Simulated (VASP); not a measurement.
A run of VASP 6.6.1 is set up as follows.

Contents of INCAR:

```
PREC = Accurate ; ENCUT = 600
EDIFF = 1E-6 ; ISMEAR = 0
SIGMA = 0.1 ; LREAL = F
LASPH = T ; NELM = 80
ALGO = Normal ; ISIF = 3
LWAVE = F ; LCHARG = F
GGA = PS ; IBRION = 2
NSW = 80 ; EDIFFG = -0.01
```

The input KPOINTS:

```
regular mesh
0
Gamma
  12 12 4
```

File POSCAR:

```
SbS2
1.0
    3.6136927255      0.0000000000      0.0000000000
   -1.8068463627      3.1295497018      0.0000000000
    0.0000000000      0.0000000000     11.6916790131
Sb S
2 4
Direct
    0.3333333333      0.6666666667      0.2500000000
    0.6666666667      0.3333333333      0.7500000000
    0.3333333333      0.6666666667      0.6060606965
    0.6666666667      0.3333333333      0.1060606965
    0.3333333333      0.6666666667      0.8939393035
    0.6666666667      0.3333333333      0.3939393035
```

Potentials or basis: VASP PAW PBE potentials, release 64 (Sb, S).

Run with:

```bash
$ cat potpaw_PBE.64/Sb/POTCAR potpaw_PBE.64/S/POTCAR > POTCAR
$ mpirun -np 1 vasp_std > vasp.out
```

Q: Estimate the relaxed volume.

A: 21.64 Å³/atom.

Q: What does it give for the relaxed cell?

A: a = 3.643 Å, b = 3.643 Å, c = 11.298 Å, α = 90.00°, β = 90.00°, γ = 120.00°.

Q: What does it give for the band gap on the k mesh?

A: Zero (band 17 reaches 7.06 eV, above the bottom of band 18 at 5.60 eV).

Q: Predict the space group after relaxing (to 0.05 Å).

A: P6_3/mmc (No. 194).

The path:
```
step  energy change (eV)  largest force (eV/Å)  pressure (GPa)  volume (Å³)
   1              0.0000                0.1267            0.06       132.22
   2             -0.0035                0.0842           -0.22       132.37
   3             -0.0079                0.0277           -0.93       132.78
   4             -0.0091                0.0260           -0.91       132.67
   5             -0.0125                0.0212           -0.83       132.32
   6             -0.0183                0.0140           -0.66       131.63
   7             -0.0244                0.0104           -0.25       130.23
   8             -0.0245                0.0120           -0.16       129.97
   9             -0.0245                0.0111           -0.17       130.03
  10             -0.0247                0.0023           -0.10       129.94
  11             -0.0247                0.0091           -0.01       129.84
```

Caveat: the PAW data sets were made with another functional, which shifts forces and pressure a little; spin-orbit coupling is left out, which moves the levels of the heavy elements.
